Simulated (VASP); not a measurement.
SrO, 2 atoms in the cell. It takes space group Fm-3m (No. 225, cubic). The conventional cell has a = 5.123 Å, b = 5.123 Å, c = 5.123 Å, α = 90.00°, β = 90.00°, γ = 90.00°. Within 3.4 Å of Sr (site symmetry m-3m) lie 6 O at 2.56 Å. O (site symmetry m-3m) has 6 Sr at 2.56 Å within 3.4 Å. 

- Program: VASP 6.6.1
- Task: vibrations by perturbation theory
- Functional: PBEsol
- Potentials or basis: VASP PAW PBE potentials, release 64 (Sr_sv, O)
- Cutoff: 520 eV
- k mesh: 8 × 8 × 8
- Occupations: gaussian, width 0.01 eV
- Spin: no spin polarisation
- Dipole correction: no
- Further INCAR settings: ALGO = Normal; EDIFF = 1e-08; NBANDS = 15; IBRION = 8; NSW = 1

Potentials or basis: VASP PAW PBE potentials, release 64 (Sr_sv, O).

Run with:

```sh
$ cat potpaw_PBE.64/Sr_sv/POTCAR potpaw_PBE.64/O/POTCAR > POTCAR
$ mpirun -np 1 vasp_std > vasp.out
```

Hardware: 1 thread of Intel(R) Xeon(R) 6975P-C (Granite Rapids) (shared host).

How long does it take, and how much memory?

Wall time 68 s on 1 thread of Intel(R) Xeon(R) 6975P-C (Granite Rapids), on a shared host, peak memory 0.22 GiB. Counts: scf iterations 50, k points 29.
